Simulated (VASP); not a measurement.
# TiH (P4_2/mmc) in VASP: a series of runs

Runs on TiH. Level: PBEsol. Tasks: single point, relaxation of cell and atoms.

All numbers are computed with VASP 6.6.1; they aren't measurements. Logs are shortened: lines on timing, memory, paths and dates and some standing lists are left out, and cuts for length are marked.

## (1) The cell of the first run

Symmetry: P4_2/mmc, No. 131, tetragonal system. The conventional cell has a = 2.912 Å, b = 2.912 Å, c = 4.563 Å, α = 90.00°, β = 90.00°, γ = 90.00°. Within 2.5 Å of Ti (site symmetry mmm) lie 4 H at 1.85 Å. Within 2.5 Å of H (site symmetry -4m2) lie 4 Ti at 1.85 Å and 2 H at 2.28 Å.

## (2) Single point, PBEsol

Input file INCAR:

```
SYSTEM = TiH
PREC = Accurate
ENCUT = 520
EDIFF = 1E-6
ISMEAR = 0
SIGMA = 0.1
LREAL = .False.
LASPH = .True.
NELM = 80
ALGO = Normal
ISIF = 2
LWAVE = .False.
LCHARG = .False.
GGA = PS
NBANDS = 21
```

Input file KPOINTS:

```
Automatic mesh
0
Gamma
  14 14 10
  0 0 0
```

Input file POSCAR:

```
TiH
1.0
    2.9121462036      0.0000000000      0.0000000000
    0.0000000000      2.9121462036      0.0000000000
    0.0000000000      0.0000000000      4.5632116527
Ti H
2 2
Direct
    0.0000000000      0.5000000000      0.0000000000
    0.5000000000      0.0000000000      0.5000000000
    0.0000000000      0.0000000000      0.7500000000
    0.0000000000      0.0000000000      0.2500000000
```

Potentials or basis: VASP PAW PBE potentials, release 64 (Ti_sv, H).

The run is started by

```console
$ cat potpaw_PBE.64/Ti_sv/POTCAR potpaw_PBE.64/H/POTCAR > POTCAR
$ mpirun -np 1 vasp_std > vasp.out
```

OUTCAR:

```text
SYSTEM = TiH
   PREC = Accurate
   ENCUT = 520
   EDIFF = 1E-6
   ISMEAR = 0
   LREAL = .False.
   LASPH = .True.
   NELM = 80
   ISIF = 2
   GGA = PS

 ion  position               nearest neighbor table
   1  0.000  0.500  0.000-   3 1.85   4 1.85   3 1.85   4 1.85
   2  0.500  0.000  0.500-   3 1.85   4 1.85   3 1.85   4 1.85
   3  0.000  0.000  0.750-   1 1.85   2 1.85   1 1.85   2 1.85
   4  0.000  0.000  0.250-   1 1.85   2 1.85   1 1.85   2 1.85

  LATTYP: Found a simple tetragonal cell.
 ALAT       =     2.9121462036
 C/A-ratio  =     1.5669582959

  Lattice vectors:

 A1 = (   2.9121462036,   0.0000000000,   0.0000000000)
 A2 = (   0.0000000000,   2.9121462036,   0.0000000000)
 A3 = (   0.0000000000,   0.0000000000,   4.5632116527)

Analysis of symmetry for initial positions (statically):
=====================================================================
 Subroutine PRICEL returns:
 Original cell was already a primitive cell.

 Routine SETGRP: Setting up the symmetry group for a
 simple tetragonal supercell.

 Subroutine GETGRP returns: Found 16 space group operations
 (whereof  8 operations were pure point group operations)
 out of a pool of 16 trial point group operations.

The static configuration has the point symmetry D_2h.
 The point group associated with its full space group is D_4h.

Analysis of symmetry for dynamics (positions and initial velocities):
=====================================================================
 Subroutine PRICEL returns:
 Original cell was already a primitive cell.

 Routine SETGRP: Setting up the symmetry group for a
 simple tetragonal supercell.

 Subroutine GETGRP returns: Found 16 space group operations
 (whereof  8 operations were pure point group operations)
 out of a pool of 16 trial point group operations.

The dynamic configuration has the point symmetry D_2h.
 The point group associated with its full space group is D_4h.

 Subroutine INISYM returns: Found 16 space group operations
 (whereof  8 operations are pure point group operations),
 and found     1 'primitive' translations

----------------------------------------------------------------------------------------

                                     Primitive cell

  volume of cell :      38.6988

  direct lattice vectors                    reciprocal lattice vectors
     2.912146204  0.000000000  0.000000000     0.343389353  0.000000000  0.000000000
     0.000000000  2.912146204  0.000000000     0.000000000  0.343389353  0.000000000
     0.000000000  0.000000000  4.563211653     0.000000000  0.000000000  0.219143900

  length of vectors
     2.912146204  2.912146204  4.563211653     0.343389353  0.343389353  0.219143900

  position of ions in fractional coordinates (direct lattice)
     0.000000000  0.500000000  0.000000000
     0.500000000  0.000000000  0.500000000
     0.000000000  0.000000000  0.750000000
     0.000000000  0.000000000  0.250000000

  ion indices of the primitive-cell ions
   primitive index   ion index
                 1           1
                 2           2
                 3           3
                 4           4

----------------------------------------------------------------------------------------

 KPOINTS: Automatic mesh

Automatic generation of k-mesh.
 Grid dimensions read from file:
 generate k-points for:   14   14   10

 Generating k-lattice:

  Cartesian coordinates                     Fractional coordinates (reciprocal lattice)
     0.024527811  0.000000000  0.000000000     0.071428571  0.000000000  0.000000000
     0.000000000  0.024527811  0.000000000     0.000000000  0.071428571  0.000000000
     0.000000000  0.000000000  0.021914390     0.000000000  0.000000000  0.100000000

  Length of vectors
     0.024527811  0.024527811  0.021914390

  Shift w.r.t. Gamma in fractional coordinates (k-lattice)
     0.000000000  0.000000000  0.000000000

 Subroutine IBZKPT returns following result:
 ===========================================

 Found    216 irreducible k-points:

 Following reciprocal coordinates:
            Coordinates               Weight
  0.000000  0.000000  0.000000      1.000000
  0.071429  0.000000  0.000000      4.000000
  0.142857  0.000000  0.000000      4.000000
  0.214286  0.000000  0.000000      4.000000
  0.285714  0.000000  0.000000      4.000000
  0.357143  0.000000  0.000000      4.000000
[... 16 lines left out ...]
  0.285714  0.214286  0.000000      8.000000
  0.357143  0.214286  0.000000      8.000000
 [... further k-points ...]
   k-points           NKPTS =    216   k-points in BZ     NKDIM =    216   number of bands    NBANDS=     21
   number of dos      NEDOS =    301   number of ions     NIONS =      4
   total plane-waves  NPLWV =  20736
   dimension x,y,z NGX =    24 NGY =   24 NGZ =   36
   dimension x,y,z NGXF=    48 NGYF=   48 NGZF=   72
   ions per type =               2   2
   NGX,Y,Z   is equivalent  to a cutoff of  13.70, 13.70, 13.12 a.u.
   NGXF,Y,Z  is equivalent  to a cutoff of  27.40, 27.40, 26.23 a.u.
 SYSTEM =  TiH
   PREC   = accura    normal or accurate (medium, high low for compatibility)
   ISTART =      0    job   : 0-new  1-cont  2-samecut
   ICHARG =      2    charge: 1-file 2-atom 10-const
   ISPIN  =      1    spin polarized calculation?
   LNONCOLLINEAR =      F non collinear calculations
   LSORBIT =      F    spin-orbit coupling
   LASPH  =      T    aspherical Exc in radial PAW
   ENCUT  =  520.0 eV  38.22 Ry    6.18 a.u.   5.41  5.41  8.48*2*pi/ulx,y,z
   NELM   =     80;   NELMIN=  2; NELMDL= -5     # of ELM steps
   EDIFF  = 0.1E-05   stopping-criterion for ELM
   LREAL  =      F    real-space projection
   EDIFFG = 0.1E-04   stopping-criterion for IOM
   NSW    =      0    number of steps for IOM
   IBRION =     -1    ionic relax: 0-MD 1-quasi-New 2-CG
   NFREE  =      0    steps in history (QN), initial steepest desc. (CG)
   ISIF   =      2    stress and relaxation
   ISYM   =      2    0-nonsym 1-usesym 2-fastsym
   POTIM  = 0.5000    time-step for ionic-motion
   TEBEG  =    0.0;   TEEND  =   0.0 temperature during run
   PSTRESS=    0.0 pullay stress
   NELECT =      26.0000    total number of electrons
   NUPDOWN=      -1.0000    fix difference up-down
   EMIN   =  10.00;   EMAX   =-10.00  energy-range for DOS
   EFERMI =   0.00;   METHOD = LEGACY
   ISMEAR =     0;   SIGMA  =   0.10  broadening in eV -4-tet -1-fermi 0-gaus
   EFERMI_NEDOS =   21; number of points for ismear=-14 and -15
   IALGO  =     38    algorithm
   IMIX   =      4    mixing-type and parameters
     AMIX     =   0.40;   BMIX     =  1.00
     AMIX_MAG =   1.60;   BMIX_MAG =  1.00
  volume/ion in A,a.u.               =       9.67        65.29
  Fermi-wavevector in a.u.,A,eV,Ry     =   1.433839  2.709562 27.972127  2.055893
  Thomas-Fermi vector in A             =   2.553313
   LORBIT       =      0    0 simple, 1 ext, 2 COOP (PROOUT), +10 PAW based schemes
   GGA     = PS    functional components
   LHFCALC =     F    Hartree Fock is set to
   AEXX    =    0.0000 exact exchange contribution
   IVDW    =     0    specifies the selected vdW correction
   LEPSILON=     F    determine dielectric tensor
   LRPA    =     F    only Hartree local field effects (RPA)
 non-spin polarized calculation
 Gauss-broadening in eV      SIGMA  =   0.10
  energy-cutoff  :      520.00
  volume of cell :       38.70
 maximum number of plane-waves:      1064
 NGX is ok and might be reduce to    24
   NGX = 11   NGY = 11   NGZ = 17

 number of electron      26.0000009 magnetization

 Free energy of the ion-electron system (eV)
  ---------------------------------------------------
  ext. energy  EPLUGINS =         0.00000000
  ---------------------------------------------------
  free energy    TOTEN  =       -24.95336476 eV

  energy without entropy =      -24.94296085  energy(sigma->0) =      -24.94816280

 E-fermi :   7.6705     XC(G=0): -11.7085

 val. band max:        7.6688436915   @ k =   0.4286   0.0000   0.4000
 cond. band min:       7.6744691430   @ k =   0.5000   0.1429   0.0000
 fundamental gap:      0.0056254515
 Fermi energy:         7.6705099868

 k-point     1 :       0.0000    0.0000    0.0000
  band No.  band energies     occupation
      1     -48.9677      2.00000
      2     -48.8756      2.00000
      3     -25.5467      2.00000
      4     -25.1669      2.00000
      5     -25.1669      2.00000
      6     -25.0621      2.00000
[... 13 lines left out ...]
     20      10.8856      0.00000
     21      15.5032      0.00000

 k-point     2 :       0.0714    0.0000    0.0000
  band No.  band energies     occupation
      1     -48.9645      2.00000
      2     -48.8746      2.00000
      3     -25.5383      2.00000
      4     -25.1860      2.00000
      5     -25.1641      2.00000
      6     -25.0657      2.00000
[... 13 lines left out ...]
     20      10.9582      0.00000
     21      15.4790      0.00000

 k-point     3 :       0.1429    0.0000    0.0000
  band No.  band energies     occupation
      1     -48.9552      2.00000
      2     -48.8721      2.00000
      3     -25.5138      2.00000
      4     -25.2395      2.00000
      5     -25.1560      2.00000
      6     -25.0881      2.00000
[... 13 lines left out ...]
     20      11.2183      0.00000
     21      15.3896      0.00000

 k-point     4 :       0.2143    0.0000    0.0000
  band No.  band energies     occupation
      1     -48.9412      2.00000
      2     -48.8689      2.00000
      3     -25.4753      2.00000
      4     -25.3167      2.00000
      5     -25.1663      2.00000
      6     -25.1440      2.00000
[... 13 lines left out ...]
     20      11.6933      0.00000
     21      14.6015      0.00000

 k-point     5 :       0.2857    0.0000    0.0000
  band No.  band energies     occupation
      1     -48.9244      2.00000
      2     -48.8666      2.00000
      3     -25.4263      2.00000
      4     -25.4024      2.00000
      5     -25.2514      2.00000
      6     -25.1299      2.00000
[... 13 lines left out ...]
     20      12.3282      0.00000
     21      13.6195      0.00000
[... 382 lines left out ...]
     20      11.8163      0.00000
     21      14.2341      0.00000

 k-point    22 :       0.2143    0.2143    0.0000
  band No.  band energies     occupation
      1     -48.9169      2.00000
      2     -48.8602      2.00000
      3     -25.4148      2.00000
      4     -25.3505      2.00000
      5     -25.2417      2.00000
      6     -25.2023      2.00000
[... 13 lines left out ...]
     20      12.3502      0.00000
     21      14.4523      0.00000

 k-point    23 :       0.2857    0.2143    0.0000
  band No.  band energies     occupation
      1     -48.9017      2.00000
      2     -48.8565      2.00000
      3     -25.4187      2.00000
      4     -25.3738      2.00000
      5     -25.2656      2.00000
      6     -25.2468      2.00000
[... 13 lines left out ...]
     20      12.9210      0.00000
     21      13.7411      0.00000

 k-point    24 :       0.3571    0.2143    0.0000
  band No.  band energies     occupation
      1     -48.8864      2.00000
      2     -48.8547      2.00000
      3     -25.4909      2.00000
      4     -25.3306      2.00000
      5     -25.3278      2.00000
      6     -25.2412      2.00000
[... 13 lines left out ...]
     20      12.9870      0.00000
     21      13.5995      0.00000

 [... further k-points ...]
[... 5 lines left out ...]
  --------------------------------------------------------------------------------------
  -------------------------------------------------------------------------------------
  Total       -0.0151335     -0.0151335     -0.0036476     -0.0000000      0.0000000      0.0000000
  in kB       -0.6265479     -0.6265479     -0.1510166     -0.0000000      0.0000000      0.0000000
  external PRESSURE =      -0.4680375 kB  Pullay stress =       0.0000000 kB

 VOLUME and BASIS-vectors are now :
 -----------------------------------------------------------------------------
  energy-cutoff  :      520.00
  volume of cell :       38.70
      direct lattice vectors                 reciprocal lattice vectors
     2.912146204  0.000000000  0.000000000     0.343389353  0.000000000  0.000000000
     0.000000000  2.912146204  0.000000000     0.000000000  0.343389353  0.000000000
     0.000000000  0.000000000  4.563211653     0.000000000  0.000000000  0.219143900

 POSITION                                       TOTAL-FORCE (eV/Angst)
 -----------------------------------------------------------------------------------
      0.00000      1.45607      0.00000         0.000000      0.000000      0.000000
      1.45607      0.00000      2.28161         0.000000      0.000000      0.000000
      0.00000      0.00000      3.42241        -0.000000     -0.000000     -0.000000
      0.00000      0.00000      1.14080         0.000000      0.000000      0.000000
 -----------------------------------------------------------------------------------
    total drift:                                0.000000      0.000000     -0.000000

  FREE ENERGIE OF THE ION-ELECTRON SYSTEM (eV)
  ---------------------------------------------------
  free  energy   TOTEN  =       -24.9533647620 eV

  energy  without entropy=      -24.9429608451  energy(sigma->0) =      -24.94816280
```

Wall time 2 min (1 thread of Oxide Virtual Turin-like, shared host); peak memory 0.23 GiB.

Results:

```
Free energy            : -24.9534 eV
Pressure               : 0.0 GPa
Band gap on the k mesh : zero (band 13 reaches 7.92 eV, above the bottom of band 14 at 7.19 eV)
```

Caveat: the PAW data sets were made with another functional, which shifts forces and pressure a little.

## (3) Relaxation of cell and atoms, PBEsol

Input file INCAR:

```
  PREC = Accurate
  ENCUT = 600
  EDIFF = 1E-6
  ISMEAR = 0
  SIGMA = 0.1
  LREAL = F
  LASPH = T
  NELM = 60
  ALGO = Normal
  ISIF = 3
  LWAVE = F
  LCHARG = F
  GGA = PS
  IBRION = 2
  NSW = 80
  EDIFFG = -0.01
```

Input file KPOINTS:

```
Automatic mesh
0
Gamma
  14 14 10
```

Input file POSCAR:

```
TiH
1.0
    2.9159195391      0.0000000000      0.0000000000
    0.0000000000      2.9159195391      0.0000000000
    0.0000000000      0.0000000000      4.5595143826
Ti H
2 2
Direct
    0.0000000000      0.5000000000      0.0000000000
    0.5000000000      0.0000000000      0.5000000000
    0.0000000000      0.0000000000      0.7500000000
    0.0000000000      0.0000000000      0.2500000000
```

Potentials or basis: VASP PAW PBE potentials, release 64 (Ti_sv, H).

The run is started by

```console
$ cat potpaw_PBE.64/Ti_sv/POTCAR potpaw_PBE.64/H/POTCAR > POTCAR
$ mpirun -np 1 vasp_std > vasp.out
```

It took 3.5 min on 1 thread of Oxide Virtual Turin-like, shared host; peak memory 0.25 GiB.

It converged, with:

```yaml
Free_energy: -24.9545 eV
Relaxed_volume: 9.68 Å³/atom
Relaxed_cell: a = 2.914 Å, b = 2.914 Å, c = 4.559 Å, α = 90.00°, β = 90.00°, γ = 90.00°
Space_group_after_relaxing_to_0.05_Å: P4_2/mmc (No. 131)
Energy_gained_by_relaxing: 0.0 meV/atom
Ionic_steps: 2
Pressure_after_relaxing: 0.0 GPa
Band_gap_on_the_k_mesh: zero (band 13 reaches 7.93 eV, above the bottom of band 14 at 7.19 eV)
```

Stress tensor (GPa, compression positive):
```
-0.04  0.00  0.00
 0.00 -0.04  0.00
 0.00  0.00  0.15
```

Final structure:
```xyz
4
Lattice="2.9136 0.0000 0.0000 0.0000 2.9136 0.0000 0.0000 0.0000 4.5591" Properties=species:S:1:pos:R:3 pbc="T T T"
Ti    0.0000    1.4568    0.0000
Ti    1.4568    2.9136    2.2796
H     0.0000    2.9136    3.4193
H     0.0000    0.0000    1.1398
```

Levels at points of the mesh, in eV from the Fermi level:
| k point | band 9 | band 10 | band 11 | band 12 | band 13 | band 14 | band 15 | band 16 | band 17 |
| --- | --- | --- | --- | --- | --- | --- | --- | --- | --- |
| (0.00, 0.00, 0.00) | -9.18 | -3.81 | -2.76 | -2.39 | 0.01 | 0.65 | 0.65 | 1.59 | 2.52 |
| (0.50, 0.00, 0.00) | -6.80 | -5.23 | -2.12 | -0.75 | -0.51 | -0.13 | 1.42 | 1.58 | 1.78 |
| (0.50, 0.50, 0.00) | -6.20 | -4.24 | -2.61 | -2.61 | -1.49 | 2.67 | 2.98 | 2.99 | 2.99 |
| (0.00, 0.00, 0.50) | -7.31 | -7.31 | -1.34 | -1.34 | 0.03 | 0.03 | 1.45 | 1.45 | 1.92 |
| (0.50, 0.00, 0.50) | -7.25 | -4.58 | -2.49 | -0.15 | 0.09 | 0.22 | 0.62 | 1.02 | 2.78 |
| (0.50, 0.50, 0.50) | -5.34 | -5.34 | -1.83 | -1.83 | -0.26 | -0.26 | 1.49 | 1.49 | 3.55 |

Caveat: the PAW data sets were made with another functional, which shifts forces and pressure a little.
